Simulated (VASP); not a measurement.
# ZnCu (Cmmm) in VASP: notebook

ZnCu is run at these levels: LDA; tasks: single point.

All numbers are computed with VASP 6.6.1; they aren't measurements. Logs are shortened: lines on timing, memory, paths and dates and some standing lists are left out, and cuts for length are marked.

### 1 The cell of the first run

Symmetry: Cmmm, No. 65, orthorhombic system. The conventional cell has a = 2.976 Å, b = 4.243 Å, c = 4.141 Å, α = 90.00°, β = 90.00°, γ = 90.00°. Zn (site symmetry mmm) has 8 Cu at 2.55 to 2.96 Å and 6 Zn at 2.59 to 2.98 Å within 3.4 Å. Cu (site symmetry mmm) has 8 Zn at 2.55 to 2.96 Å and 6 Cu at 2.59 to 2.98 Å within 3.4 Å.

### 2 Single point, LDA

Input file INCAR:

```
SYSTEM = ZnCu
PREC     = Accurate       ! precision mode
ENCUT    = 520            ! plane-wave cutoff, eV
EDIFF    = 1E-6           ! SCF threshold, eV
ISMEAR   = -1             ! smearing method
SIGMA    = 0.05           ! smearing width, eV
LREAL    = .False.        ! projectors in reciprocal space
LASPH    = .True.         ! aspherical terms in the spheres
NELM     = 60             ! most SCF steps
ALGO     = Normal         ! electronic algorithm
ISIF     = 2              ! what is computed and relaxed
LWAVE    = .False.        ! write WAVECAR
LCHARG   = .False.        ! write CHGCAR
GGA      = CA             ! functional
NBANDS   = 18             ! bands
```

Input file KPOINTS:

```
regular mesh
0
Gamma
  16 16 9
  0 0 0
```

Input file POSCAR:

```
ZnCu
1.0
    1.4880390000     -2.1212790000      0.0000000000
    1.4880390000      2.1212790000      0.0000000000
    0.0000000000      0.0000000000      4.1407460000
Zn Cu
1 1
Direct
    0.5000000000      0.5000000000      0.5000000000
    0.0000000000      0.0000000000      0.0000000000
```

Potentials or basis: VASP PAW LDA potentials, release 64 (Zn, Cu).

Command:

```console
cat potpaw_LDA.64/Zn/POTCAR potpaw_LDA.64/Cu/POTCAR > POTCAR
mpirun -np 1 vasp_std > vasp.out
```

OUTCAR:

```text
SYSTEM = ZnCu
   PREC = Accurate
   ENCUT = 520
   EDIFF = 1E-6
   ISMEAR = -1
   LREAL = .False.
   LASPH = .True.
   NELM = 60
   ISIF = 2
   GGA = CA

 ion  position               nearest neighbor table
   1  0.500  0.500  0.500-   2 2.55   2 2.55   2 2.55   2 2.55
   2  0.000  0.000  0.000-   1 2.55   1 2.55   1 2.55   1 2.55

  LATTYP: Found a base centered orthorhombic cell.
 ALAT       =     2.9760780000
 B/A-ratio  =     1.4255533625
 C/A-ratio  =     1.3913432376

  Lattice vectors:

 A1 = (   1.4880390000,  -2.1212790000,   0.0000000000)
 A2 = (   1.4880390000,   2.1212790000,   0.0000000000)
 A3 = (   0.0000000000,   0.0000000000,   4.1407460000)

Analysis of symmetry for initial positions (statically):
=====================================================================
 Subroutine PRICEL returns:
 Original cell was already a primitive cell.

 Routine SETGRP: Setting up the symmetry group for a
 base centered orthorhombic supercell.

 Subroutine GETGRP returns: Found  8 space group operations
 (whereof  8 operations were pure point group operations)
 out of a pool of  8 trial point group operations.

The static configuration has the point symmetry D_2h.

Analysis of symmetry for dynamics (positions and initial velocities):
=====================================================================
 Subroutine PRICEL returns:
 Original cell was already a primitive cell.

 Routine SETGRP: Setting up the symmetry group for a
 base centered orthorhombic supercell.

 Subroutine GETGRP returns: Found  8 space group operations
 (whereof  8 operations were pure point group operations)
 out of a pool of  8 trial point group operations.

The dynamic configuration has the point symmetry D_2h.

 Subroutine INISYM returns: Found  8 space group operations
 (whereof  8 operations are pure point group operations),
 and found     1 'primitive' translations

----------------------------------------------------------------------------------------

                                     Primitive cell

  volume of cell :      26.1409

  direct lattice vectors                    reciprocal lattice vectors
     1.488039000 -2.121279000  0.000000000     0.336012699 -0.235706854  0.000000000
     1.488039000  2.121279000  0.000000000     0.336012699  0.235706854  0.000000000
     0.000000000  0.000000000  4.140746000     0.000000000  0.000000000  0.241502377

  length of vectors
     2.591155082  2.591155082  4.140746000     0.410441536  0.410441536  0.241502377

  position of ions in fractional coordinates (direct lattice)
     0.500000000  0.500000000  0.500000000
     0.000000000  0.000000000  0.000000000

  ion indices of the primitive-cell ions
   primitive index   ion index
                 1           1
                 2           2

----------------------------------------------------------------------------------------

 KPOINTS: regular mesh

Automatic generation of k-mesh.
 Grid dimensions read from file:
 generate k-points for:   16   16    9

 Generating k-lattice:

  Cartesian coordinates                     Fractional coordinates (reciprocal lattice)
     0.021000794 -0.014731678  0.000000000     0.062500000 -0.000000000  0.000000000
     0.021000794  0.014731678  0.000000000    -0.000000000  0.062500000  0.000000000
     0.000000000  0.000000000  0.026833597     0.000000000  0.000000000  0.111111111

  Length of vectors
     0.025652596  0.025652596  0.026833597

  Shift w.r.t. Gamma in fractional coordinates (k-lattice)
     0.000000000  0.000000000  0.000000000

 Subroutine IBZKPT returns following result:
 ===========================================

 Found    365 irreducible k-points:

 Following reciprocal coordinates:
            Coordinates               Weight
  0.000000  0.000000  0.000000      1.000000
  0.062500  0.000000  0.000000      4.000000
  0.125000  0.000000  0.000000      4.000000
  0.187500  0.000000  0.000000      4.000000
  0.250000  0.000000  0.000000      4.000000
  0.312500  0.000000  0.000000      4.000000
[... 16 lines left out ...]
 -0.125000  0.062500  0.000000      4.000000
 -0.062500  0.062500  0.000000      2.000000
 [... further k-points ...]
   k-points           NKPTS =    365   k-points in BZ     NKDIM =    365   number of bands    NBANDS=     18
   number of dos      NEDOS =    301   number of ions     NIONS =      2
   total plane-waves  NPLWV =  12800
   dimension x,y,z NGX =    20 NGY =   20 NGZ =   32
   dimension x,y,z NGXF=    40 NGYF=   40 NGZF=   64
   ions per type =               1   1
   NGX,Y,Z   is equivalent  to a cutoff of  12.83, 12.83, 12.85 a.u.
   NGXF,Y,Z  is equivalent  to a cutoff of  25.66, 25.66, 25.70 a.u.
 SYSTEM =  ZnCu
   PREC   = accura    normal or accurate (medium, high low for compatibility)
   ISTART =      0    job   : 0-new  1-cont  2-samecut
   ICHARG =      2    charge: 1-file 2-atom 10-const
   ISPIN  =      1    spin polarized calculation?
   LNONCOLLINEAR =      F non collinear calculations
   LSORBIT =      F    spin-orbit coupling
   LASPH  =      T    aspherical Exc in radial PAW
   ENCUT  =  520.0 eV  38.22 Ry    6.18 a.u.   4.82  4.82  7.70*2*pi/ulx,y,z
   NELM   =     60;   NELMIN=  2; NELMDL= -5     # of ELM steps
   EDIFF  = 0.1E-05   stopping-criterion for ELM
   LREAL  =      F    real-space projection
[... 7 lines left out ...]
   TEBEG  =    0.0;   TEEND  =   0.0 temperature during run
   PSTRESS=    0.0 pullay stress
   NELECT =      23.0000    total number of electrons
   NUPDOWN=      -1.0000    fix difference up-down
   EMIN   =  10.00;   EMAX   =-10.00  energy-range for DOS
   EFERMI =   0.00;   METHOD = LEGACY
   ISMEAR =    -1;   SIGMA  =   0.05  broadening in eV -4-tet -1-fermi 0-gaus
   EFERMI_NEDOS =   21; number of points for ismear=-14 and -15
   IALGO  =     38    algorithm
   IMIX   =      4    mixing-type and parameters
     AMIX     =   0.40;   BMIX     =  1.00
     AMIX_MAG =   1.60;   BMIX_MAG =  1.00
  volume/ion in A,a.u.               =      13.07        88.20
  Fermi-wavevector in a.u.,A,eV,Ry     =   1.568714  2.964440 33.482099  2.460865
  Thomas-Fermi vector in A             =   2.670704
   LORBIT       =      0    0 simple, 1 ext, 2 COOP (PROOUT), +10 PAW based schemes
   GGA     = CA    functional components
   LHFCALC =     F    Hartree Fock is set to
   AEXX    =    0.0000 exact exchange contribution
   IVDW    =     0    specifies the selected vdW correction
   LEPSILON=     F    determine dielectric tensor
   LRPA    =     F    only Hartree local field effects (RPA)
 non-spin polarized calculation
  energy-cutoff  :      520.00
  volume of cell :       26.14
 maximum number of plane-waves:       728
   NGX =  9   NGY =  9   NGZ = 15

 number of electron      22.9999985 magnetization

 Free energy of the ion-electron system (eV)
  ---------------------------------------------------
  ext. energy  EPLUGINS =         0.00000000
  ---------------------------------------------------
  free energy    TOTEN  =        -6.62293261 eV

  energy without entropy =       -6.61831250  energy(sigma->0) =       -6.62062256

 E-fermi :   5.0577     XC(G=0): -12.6294

 val. band max:        5.0497653022   @ k =  -0.4375   0.3750   0.4444
 cond. band min:       5.0749925834   @ k =   0.3125   0.1875   0.3333
 fundamental gap:      0.0252272812
 Fermi energy:         5.0576571906

 k-point     1 :       0.0000    0.0000    0.0000
  band No.  band energies     occupation
      1      -5.1583      2.00000
      2      -3.0487      2.00000
      3      -2.9208      2.00000
      4      -2.2342      2.00000
      5      -2.2085      2.00000
      6      -2.0128      2.00000
[... 10 lines left out ...]
     17      25.5225      0.00000
     18      27.8303      0.00000

 k-point     2 :       0.0625    0.0000    0.0000
  band No.  band energies     occupation
      1      -5.0543      2.00000
      2      -3.0249      2.00000
      3      -2.9095      2.00000
      4      -2.2515      2.00000
      5      -2.2080      2.00000
      6      -2.0278      2.00000
[... 10 lines left out ...]
     17      26.4678      0.00000
     18      26.7526      0.00000

 k-point     3 :       0.1250    0.0000    0.0000
  band No.  band energies     occupation
      1      -4.7469      2.00000
      2      -2.9751      2.00000
      3      -2.8607      2.00000
      4      -2.3103      2.00000
      5      -2.2023      2.00000
      6      -2.0580      2.00000
[... 10 lines left out ...]
     17      24.6716      0.00000
     18      25.3428      0.00000

 k-point     4 :       0.1875    0.0000    0.0000
  band No.  band energies     occupation
      1      -4.2552      2.00000
      2      -2.9388      2.00000
      3      -2.7447      2.00000
      4      -2.4119      2.00000
      5      -2.1815      2.00000
      6      -2.0814      2.00000
[... 10 lines left out ...]
     17      22.2348      0.00000
     18      24.0517      0.00000

 k-point     5 :       0.2500    0.0000    0.0000
  band No.  band energies     occupation
      1      -3.6569      2.00000
      2      -2.8793      2.00000
      3      -2.5600      2.00000
      4      -2.5352      2.00000
      5      -2.1380      2.00000
      6      -2.0944      2.00000
[... 10 lines left out ...]
     17      19.8506      0.00000
     18      22.6997      0.00000

 k-point     6 :       0.3125    0.0000    0.0000
  band No.  band energies     occupation
      1      -3.2691      2.00000
      2      -2.6769      2.00000
      3      -2.6545      2.00000
      4      -2.1696      2.00000
      5      -2.1013      2.00000
      6      -2.0571      2.00000
[... 307 lines left out ...]
 k-point    21 :      -0.2500    0.0625    0.0000
  band No.  band energies     occupation
      1      -3.7766      2.00000
      2      -2.8758      2.00000
      3      -2.6037      2.00000
      4      -2.5047      2.00000
      5      -2.1938      2.00000
      6      -2.1269      2.00000
[... 10 lines left out ...]
     17      20.7394      0.00000
     18      21.2810      0.00000

 k-point    22 :      -0.1875    0.0625    0.0000
  band No.  band energies     occupation
      1      -4.3531      2.00000
      2      -2.9149      2.00000
      3      -2.7334      2.00000
      4      -2.3782      2.00000
      5      -2.2595      2.00000
      6      -2.1197      2.00000
[... 10 lines left out ...]
     17      22.6633      0.00000
     18      23.1821      0.00000

 k-point    23 :      -0.1250    0.0625    0.0000
  band No.  band energies     occupation
      1      -4.7828      2.00000
      2      -2.9663      2.00000
      3      -2.8256      2.00000
      4      -2.2826      2.00000
      5      -2.2635      2.00000
      6      -2.0972      2.00000
[... 10 lines left out ...]
     17      24.5640      0.00000
     18      25.1308      0.00000

 k-point    24 :      -0.0625    0.0625    0.0000
  band No.  band energies     occupation
      1      -5.0210      2.00000
      2      -3.0144      2.00000
      3      -2.8802      2.00000
      4      -2.2454      2.00000
      5      -2.2394      2.00000
      6      -2.0553      2.00000
[... 10 lines left out ...]
     17      25.2953      0.00000
     18      26.2115      0.00000

 [... further k-points ...]
[... 5 lines left out ...]
  --------------------------------------------------------------------------------------
  -------------------------------------------------------------------------------------
  Total       -1.5481167     -1.8288382     -1.8864128     -0.0000000      0.0000000      0.0000000
  in kB      -94.8841294   -112.0895624   -115.6183118     -0.0000000      0.0000000      0.0000000
  external PRESSURE =    -107.5306679 kB  Pullay stress =       0.0000000 kB

 VOLUME and BASIS-vectors are now :
 -----------------------------------------------------------------------------
  energy-cutoff  :      520.00
  volume of cell :       26.14
      direct lattice vectors                 reciprocal lattice vectors
     1.488039000 -2.121279000  0.000000000     0.336012699 -0.235706854  0.000000000
     1.488039000  2.121279000  0.000000000     0.336012699  0.235706854  0.000000000
     0.000000000  0.000000000  4.140746000     0.000000000  0.000000000  0.241502377

 POSITION                                       TOTAL-FORCE (eV/Angst)
 -----------------------------------------------------------------------------------
      1.48804      0.00000      2.07037         0.000000      0.000000      0.000000
      0.00000      0.00000      0.00000        -0.000000     -0.000000      0.000000
 -----------------------------------------------------------------------------------
    total drift:                                0.000000      0.000000      0.000000

  FREE ENERGIE OF THE ION-ELECTRON SYSTEM (eV)
  ---------------------------------------------------
  free  energy   TOTEN  =        -6.6229326102 eV

  energy  without entropy=       -6.6183125005  energy(sigma->0) =       -6.62062256
```

It took 50 s on 1 thread of Intel Xeon 6975P-C (Granite Rapids), shared host; peak memory 0.28 GiB.

What came out:

```
Free energy            : -6.6229 eV
Pressure               : -10.8 GPa
Band gap on the k mesh : zero (an odd number of electrons rules out a gap without spin polarisation)
```

Levels at points of the mesh, in eV from the Fermi level:
```
           k point  band 9  band 10  band 11  band 12  band 13  band 14  band 15  band 16
(0.00, 0.00, 0.00)   -2.51    -2.51    -2.39    -1.59     2.10    13.98    15.01    18.24
(0.50, 0.00, 0.00)   -2.82    -2.56    -2.23    -0.76     6.48     6.64     6.80     7.37
(0.50, 0.50, 0.00)   -2.82    -1.98    -1.85     1.53     5.93     6.06     6.40    11.14
```

Caveat: the cell stands under tension.

### 3 Single point, LDA, collinear spin, zero start

Input file INCAR:

```
ALGO = Normal ; EDIFF = 1E-6
ENCUT = 520 ; ISIF = 2
ISMEAR = -1 ; ISPIN = 2
LASPH = T ; LCHARG = T
LELF = T ; LMAXMIX = 4
LORBIT = 11 ; LREAL = F
LVHAR = T ; LWAVE = F
MAGMOM = 0 0 ; NBANDS = 22
NELM = 150 ; NUPDOWN = 0.0
PREC = Accurate ; SIGMA = 0.05
```

Input file KPOINTS:

```
k-points
0
Gamma
  16 16 9
```

POSCAR is that of step 2.

Potentials or basis: VASP PAW LDA potentials, release 64 (Zn, Cu).

Command:

```console
cat potpaw_LDA.64/Zn/POTCAR potpaw_LDA.64/Cu/POTCAR > POTCAR
mpirun -np 1 vasp_std > vasp.out
```

OUTCAR:

```text
EDIFF = 1E-6
   ENCUT = 520
   ISIF = 2
   ISMEAR = -1
   ISPIN = 2
   LASPH = T
   LORBIT = 11
   LREAL = F
   NELM = 150
   NUPDOWN = 0.0
   PREC = Accurate

 ion  position               nearest neighbor table
   1  0.500  0.500  0.500-   2 2.55   2 2.55   2 2.55   2 2.55
   2  0.000  0.000  0.000-   1 2.55   1 2.55   1 2.55   1 2.55

  LATTYP: Found a base centered orthorhombic cell.
 ALAT       =     2.9760780000
 B/A-ratio  =     1.4255533625
 C/A-ratio  =     1.3913432376

  Lattice vectors:

 A1 = (   1.4880390000,  -2.1212790000,   0.0000000000)
 A2 = (   1.4880390000,   2.1212790000,   0.0000000000)
 A3 = (   0.0000000000,   0.0000000000,   4.1407460000)

Analysis of symmetry for initial positions (statically):
=====================================================================
 Subroutine PRICEL returns:
 Original cell was already a primitive cell.

 Routine SETGRP: Setting up the symmetry group for a
 base centered orthorhombic supercell.

 Subroutine GETGRP returns: Found  8 space group operations
 (whereof  8 operations were pure point group operations)
[... 789 lines left out ...]

 spin component 2

 k-point     1 :       0.0000    0.0000    0.0000
  band No.  band energies     occupation
      1      -5.1582      1.00000
      2      -3.0482      1.00000
      3      -2.9202      1.00000
      4      -2.2337      1.00000
      5      -2.2080      1.00000
      6      -2.0123      1.00000
[... 589 lines left out ...]
     21      27.8207      0.00000
     22      28.4562      0.00000

 [... further k-points ...]
[... 5 lines left out ...]
  --------------------------------------------------------------------------------------
  -------------------------------------------------------------------------------------
  Total       -1.4643315     -1.7449809     -1.8029135      0.0000000      0.0000000      0.0000000
  in kB      -89.7489304   -106.9499457   -110.5006338      0.0000000      0.0000000      0.0000000
  external PRESSURE =    -102.3998366 kB  Pullay stress =       0.0000000 kB

 VOLUME and BASIS-vectors are now :
 -----------------------------------------------------------------------------
  energy-cutoff  :      520.00
  volume of cell :       26.14
      direct lattice vectors                 reciprocal lattice vectors
     1.488039000 -2.121279000  0.000000000     0.336012699 -0.235706854  0.000000000
     1.488039000  2.121279000  0.000000000     0.336012699  0.235706854  0.000000000
     0.000000000  0.000000000  4.140746000     0.000000000  0.000000000  0.241502377

 POSITION                                       TOTAL-FORCE (eV/Angst)
 -----------------------------------------------------------------------------------
      1.48804      0.00000      2.07037         0.000000      0.000000      0.000000
      0.00000      0.00000      0.00000        -0.000000     -0.000000      0.000000
 -----------------------------------------------------------------------------------
    total drift:                                0.000000      0.000000      0.000000

  FREE ENERGIE OF THE ION-ELECTRON SYSTEM (eV)
  ---------------------------------------------------
  free  energy   TOTEN  =        -6.6229331891 eV

  energy  without entropy=       -6.6183142258  energy(sigma->0) =       -6.62062371

 total charge

# of ion       s       p       d       tot
------------------------------------------
    1        0.600   0.511   9.734  10.845
    2        0.419   0.361   9.184   9.964
--------------------------------------------------
tot          1.019   0.871  18.918  20.809

 magnetization (x)

# of ion       s       p       d       tot
------------------------------------------
    1       -0.000  -0.000   0.000  -0.000
    2        0.000   0.000   0.000   0.000
--------------------------------------------------
tot          0.000  -0.000   0.000   0.000
```

OSZICAR:

```text
N       E                     dE             d eps       ncg     rms          rms(c)
DAV:   1     0.125646721656E+03    0.12565E+03   -0.10656E+04 36038   0.173E+03
DAV:   2     0.124750097341E+01   -0.12440E+03   -0.11649E+03 32732   0.288E+02
DAV:   3    -0.765058564994E+01   -0.88981E+01   -0.87287E+01 36842   0.818E+01
DAV:   4    -0.773493853225E+01   -0.84353E-01   -0.84323E-01 36020   0.765E+00
DAV:   5    -0.773597287192E+01   -0.10343E-02   -0.10343E-02 37780   0.875E-01    0.932E+00
DAV:   6    -0.762618390875E+01    0.10979E+00   -0.14051E+01 37734   0.729E+01    0.617E+00
DAV:   7    -0.664340101318E+01    0.98278E+00   -0.29158E+00 38058   0.631E+01    0.207E+00
DAV:   8    -0.663241846583E+01    0.10983E-01   -0.10169E-01 47578   0.398E+00    0.110E+00
DAV:   9    -0.662310474374E+01    0.93137E-02   -0.12702E-02 44260   0.188E+00    0.910E-02
DAV:  10    -0.662296074243E+01    0.14400E-03   -0.92011E-04 49412   0.483E-01    0.544E-02
DAV:  11    -0.662293221437E+01    0.28528E-04   -0.15381E-04 49182   0.266E-01    0.850E-03
DAV:  12    -0.662293318914E+01   -0.97477E-06   -0.81481E-06 42646   0.502E-02
   1 F= -.66229332E+01 E0= -.66206237E+01  d E =-.461896E-02  mag=     0.0000
```

stdout:

```text
POSCAR found type information on POSCAR ZnCu
 POSCAR found :  2 types and       2 ions
 scaLAPACK will be used
 LDA part: xc-table for (Slater(with rela. corr.)+CA(PZ))
 , standard interpolation
 POSCAR, INCAR and KPOINTS ok, starting setup
 FFT: planning ... GRIDC
 FFT: planning ... GRID_SOFT
 FFT: planning ... GRID
 WAVECAR not read
 entering main loop
```

It took 1.9 min on 1 thread of Intel Xeon 6975P-C (Granite Rapids), shared host; peak memory 0.39 GiB.

Results:

| Quantity | Value |
| --- | --- |
| Free energy | -6.6229 eV |
| Pressure | -10.2 GPa |
| Net moment | 0.00 μB per cell |
| Valence electrons inside the program's atomic spheres | Zn 10.85; Cu 9.96 |

Caveat: the cell stands under tension; the total moment is fixed, so each spin has its own Fermi level.

The gap in the log of VASP goes by the Fermi energy; the results here count the filled bands.